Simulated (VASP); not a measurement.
Runs of VASP 6.6.1 on TiGe4Mo. The structure is that of space group P4/mmm (No. 123), or close to it. The cells are those of the table. 

| task | cell | k mesh | cutoff (eV) | gap on the mesh (eV) | pressure (GPa) | largest force (eV/Å) |
| --- | --- | --- | --- | --- | --- | --- |
| single point | a = 3.339, b = 3.339, c = 8.497 Å, 6 atoms | 12 × 12 × 6 | 520 | none | 0.2 | 0.01 |
| relaxation of cell and atoms | relaxed from a = 3.540, b = 3.540, c = 8.729 Å, 6 atoms | 6 × 6 × 2 | 600 | none | -0.1 | 0.02 |
| single point | a = 3.540, b = 3.540, c = 8.729 Å, 6 atoms | 6 × 6 × 2 | 520 | none | (a) | 0.43 |
| single point | a = 3.342, b = 3.342, c = 8.490 Å, 6 atoms | 6 × 6 × 2 | 520 | none | 0.2 | 0.01 |

Alike in all rows: level PBE; potentials or basis VASP PAW PBE potentials, release 64 (Ti_sv, Ge_d, Mo_sv); no spin polarisation; smearing gaussian 0.1 eV.

Problem. Fill in the values left out.

Solution. (a) -13.7.

Caveats: some runs use coarse meshes.

A k mesh can miss the band edges, and the runs leave out spin-orbit coupling on Ge, Mo.

A gap of «none» marks levels without a gap at the run's occupations.
